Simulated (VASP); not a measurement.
Here is a VASP 6.6.1 calculation.

File INCAR:

```
SYSTEM = LiCl
ALGO = Normal
EDIFF = 1E-6
ENCUT = 750
GGA = PE
GGA_COMPAT = .FALSE.
ISIF = 2
ISMEAR = 1
LASPH = .TRUE.
LCHARG = .FALSE.
LREAL = .FALSE.
LWAVE = .FALSE.
NBANDS = 12
NELM = 120
PREC = Accurate
SIGMA = 0.5
```

File KPOINTS:

```
k-points
0
G
  6 6 6
  0 0 0
```

POSCAR

```
LiCl
1.0
    0.0000000000      2.5560252063      2.5560252063
    2.5560252063      0.0000000000      2.5560252063
    2.5560252063      2.5560252063      0.0000000000
Li Cl
1 1
Direct
    0.0000000000      0.0000000000      0.0000000000
    0.5000000000      0.5000000000      0.5000000000
```

Potentials or basis: VASP PAW PBE potentials, release 64 (Li_sv, Cl).

Run with:

```console
$ cat potpaw_PBE.64/Li_sv/POTCAR potpaw_PBE.64/Cl/POTCAR > POTCAR
$ mpirun -np 1 vasp_std > vasp.out
```

**Question.** What does it give for the pressure?

**Answer.** 0.5 GPa.

**Question.** Predict the band gap on the k mesh.

**Answer.** 6.40 eV.

A k mesh can miss the band edges.
